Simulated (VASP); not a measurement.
# La (P6_3/mmc) in VASP: notebook

La is run at these levels: PBE; tasks: single point, relaxation of cell and atoms.

Everything below comes from runs of VASP 6.6.1. Logs are shortened: lines on timing, memory, paths and dates and some standing lists are left out, and cuts for length are marked.

## 1. The cell of the first run

The structure is hexagonal, space group P6_3/mmc (No. 194). The conventional cell has a = 2.907 Å, b = 2.907 Å, c = 4.901 Å, α = 90.00°, β = 90.00°, γ = 120.00°. Within 3.8 Å of La (site symmetry -6m2) lie 12 La at 2.91 to 2.97 Å.

## 2. Single point, PBE

Contents of INCAR:

```
SYSTEM = La
PREC = Accurate
ENCUT = 520
EDIFF = 1E-6
ISMEAR = -1
SIGMA = 0.05
LREAL = .FALSE.
LASPH = .TRUE.
NELM = 60
ALGO = Normal
ISIF = 2
LWAVE = .FALSE.
LCHARG = .TRUE.
GGA = PE
LELF = .TRUE.
LVHAR = .TRUE.
NBANDS = 18
```

Contents of KPOINTS:

```
regular mesh
0
G
  15 15 8
  0 0 0
```

Contents of POSCAR:

```
La
1.0
    2.9074164280      0.0000000000      0.0000000000
   -1.4537082140      2.5178964860      0.0000000000
    0.0000000000      0.0000000000      4.9006178760
La
2
Direct
    0.3333333333      0.6666666667      0.2500000000
    0.6666666667      0.3333333333      0.7500000000
```

Potentials or basis: VASP PAW PBE potentials, release 64 (La).

Run with:

```bash
cat potpaw_PBE.64/La/POTCAR > POTCAR
mpirun -np 1 vasp_std > vasp.out
```

OUTCAR:

```text
SYSTEM = La
   PREC = Accurate
   ENCUT = 520
   EDIFF = 1E-6
   ISMEAR = -1
   LREAL = .FALSE.
   LASPH = .TRUE.
   NELM = 60
   ISIF = 2
   GGA = PE

 ion  position               nearest neighbor table
   1  0.333  0.667  0.250-   2 2.97   2 2.97   2 2.97   2 2.97   2 2.97   2 2.97
   2  0.667  0.333  0.750-   1 2.97   1 2.97   1 2.97   1 2.97   1 2.97   1 2.97

  LATTYP: Found a hexagonal cell.
 ALAT       =     2.9074164280
 C/A-ratio  =     1.6855576067

  Lattice vectors:

 A1 = (   2.9074164280,   0.0000000000,   0.0000000000)
 A2 = (  -1.4537082140,   2.5178964860,   0.0000000000)
 A3 = (   0.0000000000,   0.0000000000,   4.9006178760)

Analysis of symmetry for initial positions (statically):
=====================================================================
 Subroutine PRICEL returns:
 Original cell was already a primitive cell.

 Routine SETGRP: Setting up the symmetry group for a
 hexagonal supercell.

 Subroutine GETGRP returns: Found 24 space group operations
 (whereof 12 operations were pure point group operations)
 out of a pool of 24 trial point group operations.

The static configuration has the point symmetry D_3d.
 The point group associated with its full space group is D_6h.

Analysis of symmetry for dynamics (positions and initial velocities):
=====================================================================
 Subroutine PRICEL returns:
 Original cell was already a primitive cell.

 Routine SETGRP: Setting up the symmetry group for a
 hexagonal supercell.

 Subroutine GETGRP returns: Found 24 space group operations
 (whereof 12 operations were pure point group operations)
 out of a pool of 24 trial point group operations.

The dynamic configuration has the point symmetry D_3d.
 The point group associated with its full space group is D_6h.

 Subroutine INISYM returns: Found 24 space group operations
 (whereof 12 operations are pure point group operations),
 and found     1 'primitive' translations

----------------------------------------------------------------------------------------

                                     Primitive cell

  volume of cell :      35.8753

  direct lattice vectors                    reciprocal lattice vectors
     2.907416428  0.000000000  0.000000000     0.343947977  0.198578457  0.000000000
    -1.453708214  2.517896486  0.000000000     0.000000000  0.397156915  0.000000000
     0.000000000  0.000000000  4.900617876     0.000000000  0.000000000  0.204055902

  length of vectors
     2.907416428  2.907416428  4.900617876     0.397156915  0.397156915  0.204055902

  position of ions in fractional coordinates (direct lattice)
     0.333333333  0.666666667  0.250000000
     0.666666667  0.333333333  0.750000000

  ion indices of the primitive-cell ions
   primitive index   ion index
                 1           1
                 2           2

----------------------------------------------------------------------------------------

 KPOINTS: regular mesh

Automatic generation of k-mesh.
 Grid dimensions read from file:
 generate k-points for:   15   15    8

 Generating k-lattice:

  Cartesian coordinates                     Fractional coordinates (reciprocal lattice)
     0.022929865  0.013238564  0.000000000     0.066666667  0.000000000  0.000000000
     0.000000000  0.026477128  0.000000000     0.000000000  0.066666667  0.000000000
     0.000000000  0.000000000  0.025506988     0.000000000  0.000000000  0.125000000

  Length of vectors
     0.026477128  0.026477128  0.025506988

  Shift w.r.t. Gamma in fractional coordinates (k-lattice)
     0.000000000  0.000000000  0.000000000

 Subroutine IBZKPT returns following result:
 ===========================================

 Found    135 irreducible k-points:

 Following reciprocal coordinates:
            Coordinates               Weight
  0.000000  0.000000  0.000000      1.000000
  0.066667  0.000000  0.000000      6.000000
  0.133333  0.000000  0.000000      6.000000
  0.200000  0.000000  0.000000      6.000000
  0.266667  0.000000  0.000000      6.000000
  0.333333  0.000000  0.000000      6.000000
[... 16 lines left out ...]
  0.333333  0.200000  0.000000     12.000000
  0.400000  0.200000  0.000000      6.000000
 [... further k-points ...]
   k-points           NKPTS =    135   k-points in BZ     NKDIM =    135   number of bands    NBANDS=     18
   number of dos      NEDOS =    301   number of ions     NIONS =      2
   total plane-waves  NPLWV =  20736
   dimension x,y,z NGX =    24 NGY =   24 NGZ =   36
   dimension x,y,z NGXF=    48 NGYF=   48 NGZF=   72
   ions per type =               2
   NGX,Y,Z   is equivalent  to a cutoff of  13.72, 13.72, 12.21 a.u.
   NGXF,Y,Z  is equivalent  to a cutoff of  27.45, 27.45, 24.42 a.u.
 SYSTEM =  La
   PREC   = accura    normal or accurate (medium, high low for compatibility)
   ISTART =      0    job   : 0-new  1-cont  2-samecut
   ICHARG =      2    charge: 1-file 2-atom 10-const
   ISPIN  =      1    spin polarized calculation?
   LNONCOLLINEAR =      F non collinear calculations
   LSORBIT =      F    spin-orbit coupling
   LASPH  =      T    aspherical Exc in radial PAW
   ENCUT  =  520.0 eV  38.22 Ry    6.18 a.u.   5.41  5.41  9.11*2*pi/ulx,y,z
   NELM   =     60;   NELMIN=  2; NELMDL= -5     # of ELM steps
   EDIFF  = 0.1E-05   stopping-criterion for ELM
   LREAL  =      F    real-space projection
   EDIFFG = 0.1E-04   stopping-criterion for IOM
   NSW    =      0    number of steps for IOM
   IBRION =     -1    ionic relax: 0-MD 1-quasi-New 2-CG
   NFREE  =      0    steps in history (QN), initial steepest desc. (CG)
   ISIF   =      2    stress and relaxation
   ISYM   =      2    0-nonsym 1-usesym 2-fastsym
   POTIM  = 0.5000    time-step for ionic-motion
   TEBEG  =    0.0;   TEEND  =   0.0 temperature during run
   PSTRESS=    0.0 pullay stress
   NELECT =      22.0000    total number of electrons
   NUPDOWN=      -1.0000    fix difference up-down
   EMIN   =  10.00;   EMAX   =-10.00  energy-range for DOS
   EFERMI =   0.00;   METHOD = LEGACY
   ISMEAR =    -1;   SIGMA  =   0.05  broadening in eV -4-tet -1-fermi 0-gaus
   EFERMI_NEDOS =   21; number of points for ismear=-14 and -15
   IALGO  =     38    algorithm
   IMIX   =      4    mixing-type and parameters
     AMIX     =   0.40;   BMIX     =  1.00
     AMIX_MAG =   1.60;   BMIX_MAG =  1.00
  volume/ion in A,a.u.               =      17.94       121.05
  Fermi-wavevector in a.u.,A,eV,Ry     =   1.390861  2.628346 26.320394  1.934494
  Thomas-Fermi vector in A             =   2.514755
   LORBIT       =      0    0 simple, 1 ext, 2 COOP (PROOUT), +10 PAW based schemes
   GGA     = PE    functional components
   LHFCALC =     F    Hartree Fock is set to
   AEXX    =    0.0000 exact exchange contribution
   IVDW    =     0    specifies the selected vdW correction
   LEPSILON=     F    determine dielectric tensor
   LRPA    =     F    only Hartree local field effects (RPA)
 non-spin polarized calculation
  energy-cutoff  :      520.00
  volume of cell :       35.88
 maximum number of plane-waves:       990
 NGX is ok and might be reduce to    24
   NGX = 11   NGY = 11   NGZ = 19

 number of electron      22.0000002 magnetization

 Free energy of the ion-electron system (eV)
  ---------------------------------------------------
  ext. energy  EPLUGINS =         0.00000000
  ---------------------------------------------------
  free energy    TOTEN  =        -5.68076011 eV

  energy without entropy =       -5.66849951  energy(sigma->0) =       -5.67462981

 E-fermi :  17.6655     XC(G=0): -12.9620

 val. band max:       17.6152121233   @ k =   0.0667   0.0000   0.2500
 cond. band min:      17.6743812788   @ k =   0.4000   0.1333   0.2500
 fundamental gap:      0.0591691556
 Fermi energy:        17.6654515867

 k-point     1 :       0.0000    0.0000    0.0000
  band No.  band energies     occupation
      1     -16.5178      2.00000
      2     -14.5096      2.00000
      3      -2.7878      2.00000
      4       4.2554      2.00000
      5       4.2554      2.00000
      6       4.7962      2.00000
[... 10 lines left out ...]
     17      20.2234      0.00000
     18      20.2516      0.00000

 k-point     2 :       0.0667    0.0000    0.0000
  band No.  band energies     occupation
      1     -16.4497      2.00000
      2     -14.4612      2.00000
      3      -2.7070      2.00000
      4       3.8280      2.00000
      5       4.1252      2.00000
      6       4.7648      2.00000
[... 10 lines left out ...]
     17      20.0970      0.00000
     18      20.3430      0.00000

 k-point     3 :       0.1333    0.0000    0.0000
  band No.  band energies     occupation
      1     -16.2493      2.00000
      2     -14.3227      2.00000
      3      -2.4675      2.00000
      4       2.7577      2.00000
      5       3.7954      2.00000
      6       3.9313      2.00000
[... 10 lines left out ...]
     17      20.2242      0.00000
     18      20.6742      0.00000

 k-point     4 :       0.2000    0.0000    0.0000
  band No.  band energies     occupation
      1     -15.9296      2.00000
      2     -14.1150      2.00000
      3      -2.0784      2.00000
      4       1.4141      2.00000
      5       2.7117      2.00000
      6       3.3751      2.00000
[... 375 lines left out ...]
      4      -0.6228      2.00000
      5      -0.1635      2.00000
      6       1.3445      2.00000
[... 10 lines left out ...]
     17      20.9217      0.00000
     18      20.9342      0.00000

 k-point    23 :       0.3333    0.2000    0.0000
  band No.  band energies     occupation
      1     -14.1424      2.00000
      2     -13.4604      2.00000
      3      -1.6689      2.00000
      4      -0.7381      2.00000
      5       0.4488      2.00000
      6       0.7238      2.00000
[... 10 lines left out ...]
     17      20.7598      0.00000
     18      21.0046      0.00000

 k-point    24 :       0.4000    0.2000    0.0000
  band No.  band energies     occupation
      1     -13.9707      2.00000
      2     -13.4876      2.00000
      3      -1.8644      2.00000
      4      -0.7446      2.00000
      5       0.4674      2.00000
      6       0.7727      2.00000
[... 10 lines left out ...]
     17      20.6684      0.00000
     18      21.1361      0.00000

 [... further k-points ...]

------------------------ aborting loop because EDIFF is reached ----------------------------------------

  FORCE on cell =-STRESS in cart. coord.  units (eV):
  Direction    XX          YY          ZZ          XY          YZ          ZX
  --------------------------------------------------------------------------------------
  -------------------------------------------------------------------------------------
  Total       14.5560857     14.5560857     14.6038564      0.0000000      0.0000000      0.0000000
  in kB      650.0686665    650.0686665    652.2020888      0.0000000      0.0000000      0.0000000
  external PRESSURE =     650.7798073 kB  Pullay stress =       0.0000000 kB

 VOLUME and BASIS-vectors are now :
 -----------------------------------------------------------------------------
  energy-cutoff  :      520.00
  volume of cell :       35.88
      direct lattice vectors                 reciprocal lattice vectors
     2.907416428  0.000000000  0.000000000     0.343947977  0.198578457  0.000000000
    -1.453708214  2.517896486  0.000000000     0.000000000  0.397156915  0.000000000
     0.000000000  0.000000000  4.900617876     0.000000000  0.000000000  0.204055902

 POSITION                                       TOTAL-FORCE (eV/Angst)
 -----------------------------------------------------------------------------------
     -0.00000      1.67860      1.22515         0.000000     -0.000000      0.000000
      1.45371      0.83930      3.67546        -0.000000      0.000000      0.000000
 -----------------------------------------------------------------------------------
    total drift:                                0.000000     -0.000000      0.000000

  FREE ENERGIE OF THE ION-ELECTRON SYSTEM (eV)
  ---------------------------------------------------
  free  energy   TOTEN  =        -5.6807601097 eV

  energy  without entropy=       -5.6684995112  energy(sigma->0) =       -5.67462981
```

Wall time 37 s (1 thread of Intel Xeon 6975P-C (Granite Rapids), shared host); peak memory 0.23 GiB.

What came out:

| Item | Value |
| --- | --- |
| Free energy | -5.6808 eV |
| Pressure | 65.1 GPa |
| Band gap on the k mesh | zero (bands 11 and 12 overlap by 4.01 eV) |

Caveat: the cell stands under pressure; spin-orbit coupling is left out, which moves the levels of the heavy elements.

## 3. Single point, PBE

Contents of INCAR:

```
ALGO = Normal
EDIFF = 1E-6
ENCUT = 520
GGA = PE
ISIF = 2
ISMEAR = -1
LASPH = True
LCHARG = True
LELF = True
LREAL = False
LVHAR = True
LWAVE = False
NBANDS = 18
NELM = 60
PREC = Accurate
SIGMA = 0.05
```

Contents of KPOINTS:

```
k-points
0
Gamma
  15 15 8
```

Contents of POSCAR:

```
La
1.0
    2.9066171653      0.0000000000      0.0000000000
   -1.4533085826      2.5172043042      0.0000000000
    0.0000000000      0.0000000000      4.8992159115
La
2
Direct
    0.3333333333      0.6666666667      0.2500000000
    0.6666666667      0.3333333333      0.7500000000
```

Potentials or basis: VASP PAW PBE potentials, release 64 (La).

Run with:

```bash
cat potpaw_PBE.64/La/POTCAR > POTCAR
mpirun -np 1 vasp_std > vasp.out
```

OUTCAR:

```text
EDIFF = 1E-6
   ENCUT = 520
   GGA = PE
   ISIF = 2
   ISMEAR = -1
   LASPH = True
   LREAL = False
   NELM = 60
   PREC = Accurate

 ion  position               nearest neighbor table
   1  0.333  0.667  0.250-   2 2.97   2 2.97   2 2.97   2 2.97   2 2.97   2 2.97
   2  0.667  0.333  0.750-   1 2.97   1 2.97   1 2.97   1 2.97   1 2.97   1 2.97

  LATTYP: Found a hexagonal cell.
 ALAT       =     2.9066171653
 C/A-ratio  =     1.6855387665

  Lattice vectors:

 A1 = (   2.9066171653,   0.0000000000,   0.0000000000)
 A2 = (  -1.4533085826,   2.5172043042,   0.0000000000)
 A3 = (   0.0000000000,   0.0000000000,   4.8992159115)

Analysis of symmetry for initial positions (statically):
=====================================================================
 Subroutine PRICEL returns:
 Original cell was already a primitive cell.

 Routine SETGRP: Setting up the symmetry group for a
 hexagonal supercell.

 Subroutine GETGRP returns: Found 24 space group operations
 (whereof 12 operations were pure point group operations)
 out of a pool of 24 trial point group operations.

The static configuration has the point symmetry D_3d.
[... 160 lines left out ...]

  energy without entropy =       -5.65632021  energy(sigma->0) =       -5.66243433

 E-fermi :  17.6800     XC(G=0): -12.9665

 val. band max:       17.6282495190   @ k =   0.0667   0.0000   0.2500
 cond. band min:      17.6887838244   @ k =   0.1333   0.1333   0.0000
 fundamental gap:      0.0605343055
 Fermi energy:        17.6800029263

 k-point     1 :       0.0000    0.0000    0.0000
  band No.  band energies     occupation
      1     -16.5084      2.00000
      2     -14.4956      2.00000
      3      -2.7804      2.00000
      4       4.2742      2.00000
      5       4.2742      2.00000
      6       4.8162      2.00000
[... 481 lines left out ...]
      5       0.4793      2.00000
      6       0.7851      2.00000
[... 10 lines left out ...]
     17      20.6847      0.00000
     18      21.1652      0.00000

 [... further k-points ...]

------------------------ aborting loop because EDIFF is reached ----------------------------------------

  FORCE on cell =-STRESS in cart. coord.  units (eV):
  Direction    XX          YY          ZZ          XY          YZ          ZX
  --------------------------------------------------------------------------------------
  -------------------------------------------------------------------------------------
  Total       14.5961648     14.5961648     14.6439479      0.0000000      0.0000000      0.0000000
  in kB      652.4037691    652.4037691    654.5395289      0.0000000      0.0000000      0.0000000
  external PRESSURE =     653.1156890 kB  Pullay stress =       0.0000000 kB

 VOLUME and BASIS-vectors are now :
 -----------------------------------------------------------------------------
  energy-cutoff  :      520.00
  volume of cell :       35.85
      direct lattice vectors                 reciprocal lattice vectors
     2.906617165  0.000000000  0.000000000     0.344042556  0.198633063  0.000000000
    -1.453308583  2.517204304  0.000000000     0.000000000  0.397266125  0.000000000
     0.000000000  0.000000000  4.899215911     0.000000000  0.000000000  0.204114295

 POSITION                                       TOTAL-FORCE (eV/Angst)
 -----------------------------------------------------------------------------------
     -0.00000      1.67814      1.22480        -0.000000      0.000000      0.000000
      1.45331      0.83907      3.67441         0.000000     -0.000000      0.000000
 -----------------------------------------------------------------------------------
    total drift:                               -0.000000      0.000000     -0.000000

  FREE ENERGIE OF THE ION-ELECTRON SYSTEM (eV)
  ---------------------------------------------------
  free  energy   TOTEN  =        -5.6685484533 eV

  energy  without entropy=       -5.6563202098  energy(sigma->0) =       -5.66243433
```

Run time: 36 s. Hardware: 1 thread of Intel Xeon 6975P-C (Granite Rapids), shared host; peak memory 0.23 GiB.

What came out:

```
Free energy            : -5.6685 eV
Pressure               : 65.3 GPa
Band gap on the k mesh : zero (bands 11 and 12 overlap by 4.01 eV)
```

Stress tensor (GPa, compression positive):
```
65.24  0.00  0.00
 0.00 65.24  0.00
 0.00  0.00 65.45
```

Caveat: the cell stands under pressure; spin-orbit coupling is left out, which moves the levels of the heavy elements.

(Part 1 of 2 ends here.)

The gap in the log of VASP goes by the Fermi energy; the results here count the filled bands.